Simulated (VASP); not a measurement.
A run of VASP 6.6.1 is set up as follows.

Contents of INCAR:

```
PREC = Accurate
ENCUT = 520
EDIFF = 1E-6
ISMEAR = 0
SIGMA = 0.15
LREAL = F
LASPH = T
NELM = 100
ALGO = Normal
ISIF = 2
LWAVE = F
LCHARG = F
GGA = PS
NBANDS = 38
```

Contents of KPOINTS:

```
regular mesh
0
Gamma
  10 10 10
```

The input POSCAR:

```
SiNi
1.0
    4.4679769961      0.0000000000      0.0000000000
    0.0000000000      4.4679769961      0.0000000000
    0.0000000000      0.0000000000      4.4679769961
Si Ni
4 4
Direct
    0.8593864902      0.8593864902      0.8593864902
    0.6535354713      0.1535354713      0.3464645287
    0.3464645287      0.6535354713      0.1535354713
    0.1535354713      0.3464645287      0.6535354713
    0.1489904887      0.1489904887      0.1489904887
    0.3510095113      0.8510095113      0.6489904887
    0.6489904887      0.3510095113      0.8510095113
    0.8510095113      0.6489904887      0.3510095113
```

Potentials or basis: VASP PAW PBE potentials, release 64 (Si, Ni).

Run with:

```bash
$ cat potpaw_PBE.64/Si/POTCAR potpaw_PBE.64/Ni/POTCAR > POTCAR
$ mpirun -np 1 vasp_std > vasp.out
```

**Question.** What does it give for the pressure?

**Answer.** 0.5 GPa.

**Question.** Predict the largest force.

**Answer.** 1.270 eV/Å.

Stress tensor (GPa, compression positive):
```
0.50 0.39 0.39
0.39 0.50 0.39
0.39 0.39 0.50
```

Caveat: the cell differs from its parent crystal (atom 1 (Si) moved +0.100 Å towards its neighbour atom 5 (Ni) at 2.341 Å); the PAW data sets were made with another functional, which shifts forces and pressure a little. Spin polarisation is off, so any magnetic state and its effect on volume and gap are missing.
